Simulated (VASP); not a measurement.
Runs of VASP 6.6.1 on HfC. The structure is that of space group Fm-3m (No. 225), or close to it. The cells are those of the table. 

| cell | gap on the mesh (eV) | pressure (GPa) |
| --- | --- | --- |
| a = 3.322 Å, angles 60.0°, 2 atoms | none | -13.5 |
| a = 3.363 Å, angles 60.0°, 2 atoms | none | -20.2 |
| a = 3.258 Å, angles 60.0°, 2 atoms | none | -0.4 |
| a = 3.225 Å, angles 60.0°, 2 atoms | none | 7.8 |
| a = 3.191 Å, angles 60.0°, 2 atoms | none | (b) |
| a = 3.290 Å, angles 60.0°, 2 atoms | none | -7.4 |
| a = 3.122 Å, angles 60.0°, 2 atoms | none | (a) |

Alike in all rows: task single point; level PBEsol; potentials or basis VASP PAW PBE potentials, release 64 (Hf_pv, C); no spin polarisation; k mesh 16 × 16 × 16; cutoff (eV) 520; smearing gaussian 0.1 eV.

Q: Estimate the missing entries.

A: (a) 41.4; (b) 17.3.

Caveats: the PAW data sets were made with another functional, which shifts forces and pressure a little; spin-orbit coupling is left out, which moves the levels of the heavy elements; the cell stands under tension (at least some runs); the cell stands under pressure (at least some runs).

A k mesh can miss the band edges, and the runs leave out spin-orbit coupling on Hf.

A gap of «none» marks levels without a gap at the run's occupations.
